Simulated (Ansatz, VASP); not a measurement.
One calculation of Sr, two programs

```
Sr
1.0
    -3.73090    3.73090    2.03426
     3.73090   -3.73090    2.03426
     3.73090    3.73090   -2.03426
Sr
2
Direct
  0.00000 0.00000 0.00000
  0.75000 0.25000 0.50000
```

Alike in both runs: task single point; functional PBE; k mesh 8 × 8 × 8; occupations fermi-dirac, width 0.05 eV; no spin polarisation.

|  | VASP | Ansatz |
| --- | --- | --- |
| version | VASP 6.6.1 | Ansatz 0.2.0 |
| potentials or method | VASP PAW PBE potentials, release 64 (Sr_sv) | Ansatz PAW |
| plane-wave cutoff (eV) | 520 | 420 |
| valence electrons in the cell | 20 | 20 |

```tsv
	VASP	Ansatz	Ansatz less VASP
gap on the k mesh at the Fermi level (eV)	none	none	-
pressure (GPa)	-0.2	-0.2	0.00
traceless stress, the component that is largest in VASP (GPa)	-0.33	-0.33	+0.003
```

A gap of «none» marks a metal or a gap that the smearing closes. The functional is the same, so the differences come from potentials, cutoffs and numerics.
